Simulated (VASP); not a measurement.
# C (Fd-3m) in VASP: single point with LDA

Aim: the single point of C with LDA.

Everything below comes from runs of VASP 6.6.1. Logs are shortened: lines on timing, memory, paths and dates and some standing lists are left out, and cuts for length are marked.

## (1) The cell of the first run

The structure is cubic, space group Fd-3m (No. 227). Conventional cell: a = 3.531 Å, b = 3.531 Å, c = 3.531 Å, α = 90.00°, β = 90.00°, γ = 90.00°. Within 2.0 Å of C (site symmetry -43m) lie 4 C at 1.53 Å.

## (2) Single point, LDA

Contents of INCAR:

```
SYSTEM = C
ALGO = Normal
EDIFF = 1E-6
ENCUT = 1300
GGA = CA
GGA_COMPAT = .FALSE.
ISIF = 2
ISMEAR = 0
LASPH = .TRUE.
LCHARG = .TRUE.
LELF = .TRUE.
LREAL = .FALSE.
LVHAR = .TRUE.
LWAVE = .FALSE.
NBANDS = 11
NELM = 120
PREC = Accurate
SIGMA = 0.02
```

Contents of KPOINTS:

```
k-points
0
G
  8 8 8
  0 0 0
```

Contents of POSCAR:

```
C
1.0
    0.0000000000      1.7657489861      1.7657489861
    1.7657489861      0.0000000000      1.7657489861
    1.7657489861      1.7657489861      0.0000000000
C
2
Direct
    0.5000000000      0.5000000000      0.5000000000
    0.7500000000      0.7500000000      0.7500000000
```

Potentials or basis: VASP PAW LDA potentials, release 64 (C_h).

Started as:

```sh
$ cat potpaw_LDA.64/C_h/POTCAR > POTCAR
$ mpirun -np 1 vasp_std > vasp.out
```

OUTCAR:

```text
SYSTEM = C
   EDIFF = 1E-6
   ENCUT = 1300
   GGA = CA
   ISIF = 2
   ISMEAR = 0
   LASPH = .TRUE.
   LREAL = .FALSE.
   NELM = 120
   PREC = Accurate

 ion  position               nearest neighbor table
   1  0.500  0.500  0.500-
   2  0.750  0.750  0.750-

  LATTYP: Found a face centered cubic cell.
 ALAT       =     3.5314979722

  Lattice vectors:

 A1 = (   0.0000000000,   1.7657489861,   1.7657489861)
 A2 = (   1.7657489861,   0.0000000000,   1.7657489861)
 A3 = (   1.7657489861,   1.7657489861,   0.0000000000)

Analysis of symmetry for initial positions (statically):
=====================================================================
 Subroutine PRICEL returns:
 Original cell was already a primitive cell.

 Routine SETGRP: Setting up the symmetry group for a
 face centered cubic supercell.

 Subroutine GETGRP returns: Found 48 space group operations
 (whereof 24 operations were pure point group operations)
 out of a pool of 48 trial point group operations.

The static configuration has the point symmetry T_d .
 The point group associated with its full space group is O_h .

Analysis of symmetry for dynamics (positions and initial velocities):
=====================================================================
 Subroutine PRICEL returns:
 Original cell was already a primitive cell.

 Routine SETGRP: Setting up the symmetry group for a
 face centered cubic supercell.

 Subroutine GETGRP returns: Found 48 space group operations
 (whereof 24 operations were pure point group operations)
 out of a pool of 48 trial point group operations.

The dynamic configuration has the point symmetry T_d .
 The point group associated with its full space group is O_h .

 Subroutine INISYM returns: Found 48 space group operations
 (whereof 24 operations are pure point group operations),
 and found     1 'primitive' translations

----------------------------------------------------------------------------------------

                                     Primitive cell

  volume of cell :      11.0107

  direct lattice vectors                    reciprocal lattice vectors
     0.000000000  1.765748986  1.765748986    -0.283165956  0.283165956  0.283165956
     1.765748986  0.000000000  1.765748986     0.283165956 -0.283165956  0.283165956
     1.765748986  1.765748986  0.000000000     0.283165956  0.283165956 -0.283165956

[... 76 lines left out ...]
   ICHARG =      2    charge: 1-file 2-atom 10-const
   ISPIN  =      1    spin polarized calculation?
   LNONCOLLINEAR =      F non collinear calculations
   LSORBIT =      F    spin-orbit coupling
   LASPH  =      T    aspherical Exc in radial PAW
   ENCUT  = 1300.0 eV  95.55 Ry    9.77 a.u.   7.34  7.34  7.34*2*pi/ulx,y,z
   NELM   =    120;   NELMIN=  2; NELMDL= -5     # of ELM steps
   EDIFF  = 0.1E-05   stopping-criterion for ELM
   LREAL  =      F    real-space projection
[... 7 lines left out ...]
   TEBEG  =    0.0;   TEEND  =   0.0 temperature during run
   PSTRESS=    0.0 pullay stress
   NELECT =       8.0000    total number of electrons
   NUPDOWN=      -1.0000    fix difference up-down
   EMIN   =  10.00;   EMAX   =-10.00  energy-range for DOS
   EFERMI =   0.00;   METHOD = LEGACY
   ISMEAR =     0;   SIGMA  =   0.02  broadening in eV -4-tet -1-fermi 0-gaus
   EFERMI_NEDOS =   21; number of points for ismear=-14 and -15
   IALGO  =     38    algorithm
   IMIX   =      4    mixing-type and parameters
     AMIX     =   0.40;   BMIX     =  1.00
     AMIX_MAG =   1.60;   BMIX_MAG =  1.00
  volume/ion in A,a.u.               =       5.51        37.15
  Fermi-wavevector in a.u.,A,eV,Ry     =   1.471745  2.781195 29.470667  2.166033
  Thomas-Fermi vector in A             =   2.586844
   LORBIT       =      0    0 simple, 1 ext, 2 COOP (PROOUT), +10 PAW based schemes
   GGA     = CA    functional components
   LHFCALC =     F    Hartree Fock is set to
   AEXX    =    0.0000 exact exchange contribution
   IVDW    =     0    specifies the selected vdW correction
   LEPSILON=     F    determine dielectric tensor
   LRPA    =     F    only Hartree local field effects (RPA)
 non-spin polarized calculation
 Gauss-broadening in eV      SIGMA  =   0.02
  energy-cutoff  :     1300.00
  volume of cell :       11.01
 maximum number of plane-waves:      1211
 NGX is ok and might be reduce to    30
   NGX = 15   NGY = 15   NGZ = 15

 number of electron       8.0000000 magnetization

 Free energy of the ion-electron system (eV)
  ---------------------------------------------------
  ext. energy  EPLUGINS =         0.00000000
  ---------------------------------------------------
  free energy    TOTEN  =       -20.26663712 eV

  energy without entropy =      -20.26663712  energy(sigma->0) =      -20.26663712

 E-fermi :  11.4738     XC(G=0): -13.7981

 val. band max:       11.3413196298   @ k =   0.0000   0.0000   0.0000
 cond. band min:      15.5144741048   @ k =   0.3750   0.3750   0.0000
 fundamental gap:      4.1731544750
 Fermi energy:        11.4737571360

 k-point     1 :       0.0000    0.0000    0.0000
  band No.  band energies     occupation
      1     -10.3796      2.00000
      2      11.3413      2.00000
      3      11.3413      2.00000
      4      11.3413      2.00000
      5      16.9683      0.00000
      6      16.9683      0.00000
      7      16.9683      0.00000
      8      25.5765      0.00000
      9      30.7420      0.00000
     10      38.2959      0.00000
     11      38.2959      0.00000
[... 309 lines left out ...]
 k-point    24 :      -0.3750    0.2500    0.1250
  band No.  band energies     occupation
      1      -3.3465      2.00000
      2      -1.2862      2.00000
      3       4.9489      2.00000
      4       6.5117      2.00000
      5      19.6139      0.00000
      6      21.0474      0.00000
      7      24.7864      0.00000
      8      26.4193      0.00000
      9      29.6681      0.00000
     10      35.5110      0.00000
     11      37.9068      0.00000

 [... further k-points ...]
[... 5 lines left out ...]
  --------------------------------------------------------------------------------------
  -------------------------------------------------------------------------------------
  Total        0.0700277      0.0700277      0.0700277      0.0000000     -0.0000000     -0.0000000
  in kB       10.1897571     10.1897571     10.1897571      0.0000000     -0.0000000     -0.0000000
  external PRESSURE =      10.1897571 kB  Pullay stress =       0.0000000 kB

 VOLUME and BASIS-vectors are now :
 -----------------------------------------------------------------------------
  energy-cutoff  :     1300.00
  volume of cell :       11.01
      direct lattice vectors                 reciprocal lattice vectors
     0.000000000  1.765748986  1.765748986    -0.283165956  0.283165956  0.283165956
     1.765748986  0.000000000  1.765748986     0.283165956 -0.283165956  0.283165956
     1.765748986  1.765748986  0.000000000     0.283165956  0.283165956 -0.283165956

 POSITION                                       TOTAL-FORCE (eV/Angst)
 -----------------------------------------------------------------------------------
      1.76575      1.76575      1.76575        -0.000000     -0.000000     -0.000000
      2.64862      2.64862      2.64862         0.000000      0.000000      0.000000
 -----------------------------------------------------------------------------------
    total drift:                                0.000000     -0.000000     -0.000000

  FREE ENERGIE OF THE ION-ELECTRON SYSTEM (eV)
  ---------------------------------------------------
  free  energy   TOTEN  =       -20.2666371171 eV

  energy  without entropy=      -20.2666371171  energy(sigma->0) =      -20.26663712
```

OSZICAR:

```text
N       E                     dE             d eps       ncg     rms          rms(c)
DAV:   1     0.169709770984E+02    0.16971E+02   -0.79085E+03   638   0.146E+03
DAV:   2    -0.197754630381E+02   -0.36746E+02   -0.35268E+02   956   0.200E+02
DAV:   3    -0.210938969694E+02   -0.13184E+01   -0.13134E+01   763   0.293E+01
DAV:   4    -0.210980130925E+02   -0.41161E-02   -0.41158E-02   677   0.186E+00
DAV:   5    -0.210980180056E+02   -0.49132E-05   -0.49132E-05   754   0.692E-02    0.509E+00
DAV:   6    -0.204840822229E+02    0.61394E+00   -0.32551E-01   665   0.402E+00    0.272E+00
DAV:   7    -0.202667502285E+02    0.21733E+00   -0.39123E-01   705   0.436E+00    0.359E-01
DAV:   8    -0.202666505947E+02    0.99634E-04   -0.89275E-03   674   0.909E-01    0.296E-02
DAV:   9    -0.202666359096E+02    0.14685E-04   -0.42765E-05   722   0.555E-02    0.144E-02
DAV:  10    -0.202666372043E+02   -0.12948E-05   -0.35188E-06   716   0.173E-02    0.303E-03
DAV:  11    -0.202666371171E+02    0.87234E-07   -0.17687E-07   371   0.414E-03
   1 F= -.20266637E+02 E0= -.20266637E+02  d E =-.598162E-23
```

It took 8.3 s on 1 thread of AMD EPYC 7R13 (Zen 3), shared host; peak memory 0.11 GiB.

What came out:

```
Free energy            : -20.2666 eV
Pressure               : 1.0 GPa
Band gap on the k mesh : 4.17 eV (least direct gap 5.63 eV)
```

Levels at points of the mesh, in eV from the valence-band top:
| k point | band 1 | band 2 | band 3 | band 4 | band 5 | band 6 | band 7 | band 8 | band 9 |
| --- | --- | --- | --- | --- | --- | --- | --- | --- | --- |
| (0.00, 0.00, 0.00) | -21.72 | 0.00 | 0.00 | 0.00 | 5.63 | 5.63 | 5.63 | 14.24 | 19.40 |
| (0.50, 0.00, 0.00) | -15.71 | -13.70 | -2.87 | -2.87 | 8.51 | 8.51 | 9.42 | 15.67 | 21.95 |
| (0.50, 0.50, 0.00) | -12.82 | -12.82 | -6.47 | -6.47 | 4.77 | 4.77 | 17.07 | 17.07 | 23.48 |

A k mesh can miss the band edges. Expect the measured gap to be larger: semilocal functionals such as LDA lack the derivative discontinuity.
